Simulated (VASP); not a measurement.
# HfO2 (Fm-3m) in VASP: single point with PBE+D3(BJ)

Aim: the single point of HfO2 with PBE+D3(BJ).

Everything below comes from runs of VASP 6.6.1. Logs are shortened: lines on timing, memory, paths and dates and some standing lists are left out, and cuts for length are marked.

### 1 The cell of the first run

It takes space group Fm-3m (No. 225, cubic). The conventional cell has a = 5.073 Å, b = 5.073 Å, c = 5.073 Å, α = 90.00°, β = 90.00°, γ = 90.00°. Hf (site symmetry m-3m) has 8 O at 2.20 Å within 2.9 Å. Within 2.9 Å of O (site symmetry -43m) lie 4 Hf at 2.20 Å and 6 O at 2.54 Å.

### 2 Single point, PBE+D3(BJ)

File INCAR:

```
  PREC = Accurate
  ENCUT = 520
  EDIFF = 1E-7
  ISMEAR = 0
  SIGMA = 0.02
  LREAL = False
  LASPH = True
  NELM = 80
  ALGO = Normal
  ISIF = 2
  LWAVE = False
  LCHARG = False
  GGA = PE
  IVDW = 12
  NBANDS = 18
```

File KPOINTS:

```
regular mesh
0
Gamma
  8 8 8
```

File POSCAR:

```
HfO2
1.0
    0.0000000000      2.5367069478      2.5367069478
    2.5367069478      0.0000000000      2.5367069478
    2.5367069478      2.5367069478      0.0000000000
Hf O
1 2
Direct
    0.0000000000      0.0000000000      0.0000000000
    0.2500000000      0.2500000000      0.2500000000
    0.7500000000      0.7500000000      0.7500000000
```

Potentials or basis: VASP PAW PBE potentials, release 64 (Hf_pv, O).

Launch:

```
$ cat potpaw_PBE.64/Hf_pv/POTCAR potpaw_PBE.64/O/POTCAR > POTCAR
$ mpirun -np 1 vasp_std > vasp.out
```

OUTCAR:

```text
PREC = Accurate
   ENCUT = 520
   EDIFF = 1E-7
   ISMEAR = 0
   LREAL = False
   LASPH = True
   NELM = 80
   ISIF = 2
   GGA = PE
   IVDW = 12
 IVDW          = 12

 ion  position               nearest neighbor table
   1  0.000  0.000  0.000-   3 2.20   3 2.20   3 2.20   2 2.20   3 2.20   2 2.20   2 2.20   2 2.20

   2  0.250  0.250  0.250-   1 2.20   1 2.20   1 2.20   1 2.20
   3  0.750  0.750  0.750-   1 2.20   1 2.20   1 2.20   1 2.20

  LATTYP: Found a face centered cubic cell.
 ALAT       =     5.0734138956

  Lattice vectors:

 A1 = (   0.0000000000,   2.5367069478,   2.5367069478)
 A2 = (   2.5367069478,   0.0000000000,   2.5367069478)
 A3 = (   2.5367069478,   2.5367069478,   0.0000000000)

Analysis of symmetry for initial positions (statically):
=====================================================================
 Subroutine PRICEL returns:
 Original cell was already a primitive cell.

 Routine SETGRP: Setting up the symmetry group for a
 face centered cubic supercell.

 Subroutine GETGRP returns: Found 48 space group operations
 (whereof 48 operations were pure point group operations)
 out of a pool of 48 trial point group operations.

The static configuration has the point symmetry O_h .

Analysis of symmetry for dynamics (positions and initial velocities):
=====================================================================
 Subroutine PRICEL returns:
 Original cell was already a primitive cell.

 Routine SETGRP: Setting up the symmetry group for a
 face centered cubic supercell.

 Subroutine GETGRP returns: Found 48 space group operations
 (whereof 48 operations were pure point group operations)
 out of a pool of 48 trial point group operations.

The dynamic configuration has the point symmetry O_h .

 Subroutine INISYM returns: Found 48 space group operations
 (whereof 48 operations are pure point group operations),
 and found     1 'primitive' translations

----------------------------------------------------------------------------------------

                                     Primitive cell

  volume of cell :      32.6468

  direct lattice vectors                    reciprocal lattice vectors
     0.000000000  2.536706948  2.536706948    -0.197105937  0.197105937  0.197105937
     2.536706948  0.000000000  2.536706948     0.197105937 -0.197105937  0.197105937
     2.536706948  2.536706948  0.000000000     0.197105937  0.197105937 -0.197105937

[... 84 lines left out ...]
   NELM   =     80;   NELMIN=  2; NELMDL= -5     # of ELM steps
   EDIFF  = 0.1E-06   stopping-criterion for ELM
   LREAL  =      F    real-space projection
   EDIFFG = 0.1E-05   stopping-criterion for IOM
   NSW    =      0    number of steps for IOM
   IBRION =     -1    ionic relax: 0-MD 1-quasi-New 2-CG
   NFREE  =      0    steps in history (QN), initial steepest desc. (CG)
   ISIF   =      2    stress and relaxation
   ISYM   =      2    0-nonsym 1-usesym 2-fastsym
   POTIM  = 0.5000    time-step for ionic-motion
   TEBEG  =    0.0;   TEEND  =   0.0 temperature during run
   PSTRESS=    0.0 pullay stress
   NELECT =      22.0000    total number of electrons
   NUPDOWN=      -1.0000    fix difference up-down
   EMIN   =  10.00;   EMAX   =-10.00  energy-range for DOS
   EFERMI =   0.00;   METHOD = LEGACY
   ISMEAR =     0;   SIGMA  =   0.02  broadening in eV -4-tet -1-fermi 0-gaus
   EFERMI_NEDOS =   21; number of points for ismear=-14 and -15
   IALGO  =     38    algorithm
   IMIX   =      4    mixing-type and parameters
     AMIX     =   0.40;   BMIX     =  1.00
     AMIX_MAG =   1.60;   BMIX_MAG =  1.00
  volume/ion in A,a.u.               =      10.88        73.44
  Fermi-wavevector in a.u.,A,eV,Ry     =   1.435276  2.712278 28.028236  2.060017
  Thomas-Fermi vector in A             =   2.554592
   LORBIT       =      0    0 simple, 1 ext, 2 COOP (PROOUT), +10 PAW based schemes
   GGA     = PE    functional components
   LHFCALC =     F    Hartree Fock is set to
   AEXX    =    0.0000 exact exchange contribution
   IVDW    =    12    specifies the selected vdW correction
   LEPSILON=     F    determine dielectric tensor
   LRPA    =     F    only Hartree local field effects (RPA)
 non-spin polarized calculation
 Gauss-broadening in eV      SIGMA  =   0.02
  energy-cutoff  :      520.00
  volume of cell :       32.65
 maximum number of plane-waves:       893
   NGX = 13   NGY = 13   NGZ = 13

 number of electron      21.9999991 magnetization

 Free energy of the ion-electron system (eV)
  ---------------------------------------------------
  ext. energy  EPLUGINS =         0.00000000
  ---------------------------------------------------
  free energy    TOTEN  =       -30.24827164 eV

  energy without entropy =      -30.24827164  energy(sigma->0) =      -30.24827164

 E-fermi :   4.4275     XC(G=0): -11.8277

 val. band max:        4.2619190264   @ k =   0.5000   0.5000   0.0000
 cond. band min:       8.0581154275   @ k =   0.5000   0.5000   0.0000
 fundamental gap:      3.7961964011
 Fermi energy:         4.4275336203

 k-point     1 :       0.0000    0.0000    0.0000
  band No.  band energies     occupation
      1     -25.4345      2.00000
      2     -25.4345      2.00000
      3     -25.4345      2.00000
      4     -14.4579      2.00000
      5     -11.4347      2.00000
      6      -1.0681      2.00000
[... 481 lines left out ...]
      5     -12.3245      2.00000
      6      -0.5547      2.00000
[... 10 lines left out ...]
     17      15.2393      0.00000
     18      17.2964      0.00000

 [... further k-points ...]

------------------------ aborting loop because EDIFF is reached ----------------------------------------

 Edisp (eV)   -0.71710

 E8    (eV) :    -0.3132

  FORCE on cell =-STRESS in cart. coord.  units (eV):
  Direction    XX          YY          ZZ          XY          YZ          ZX
  --------------------------------------------------------------------------------------
  -------------------------------------------------------------------------------------
  Total      -0.78580    -0.78580    -0.78580     0.00000     0.00000    -0.00000
  in kB     -38.56377   -38.56377   -38.56377     0.00000     0.00000    -0.00000
  external pressure =      -38.56 kB  Pullay stress =        0.00 kB

 VOLUME and BASIS-vectors are now :
 -----------------------------------------------------------------------------
  energy-cutoff  :      520.00
  volume of cell :       32.65
      direct lattice vectors                 reciprocal lattice vectors
     0.000000000  2.536706948  2.536706948    -0.197105937  0.197105937  0.197105937
     2.536706948  0.000000000  2.536706948     0.197105937 -0.197105937  0.197105937
     2.536706948  2.536706948  0.000000000     0.197105937  0.197105937 -0.197105937

 POSITION                                       TOTAL-FORCE (eV/Angst)
 -----------------------------------------------------------------------------------
      0.00000      0.00000      0.00000        -0.000000     -0.000000      0.000000
      1.26835      1.26835      1.26835        -0.000000      0.000000      0.000000
      3.80506      3.80506      3.80506         0.000000      0.000000     -0.000000
 -----------------------------------------------------------------------------------
    total drift:                                0.000000      0.000000      0.000000

  FREE ENERGIE OF THE ION-ELECTRON SYSTEM (eV)
  ---------------------------------------------------
  free  energy   TOTEN  =       -30.9653758597 eV

  energy  without entropy=      -30.9653758597  energy(sigma->0) =      -30.96537586
```

stdout:

```text
POSCAR found type information on POSCAR HfO
 POSCAR found :  2 types and       3 ions
 scaLAPACK will be used
 LDA part: xc-table for (Slater+PW92), standard interpolation
 POSCAR, INCAR and KPOINTS ok, starting setup
 FFT: planning ... GRIDC
 FFT: planning ... GRID_SOFT
 FFT: planning ... GRID
 WAVECAR not read
 entering main loop
```

Wall time 9 s (1 thread of Intel Xeon 6975P-C (Granite Rapids), shared host); peak memory 0.17 GiB.

Results:

| Item | Value |
| --- | --- |
| Free energy | -30.9654 eV |
| Pressure | -3.9 GPa |
| Band gap on the k mesh | 3.80 eV, direct |
| Dispersion energy per atom | -0.239 eV |

Caveat: spin-orbit coupling is left out, which moves the levels of the heavy elements.
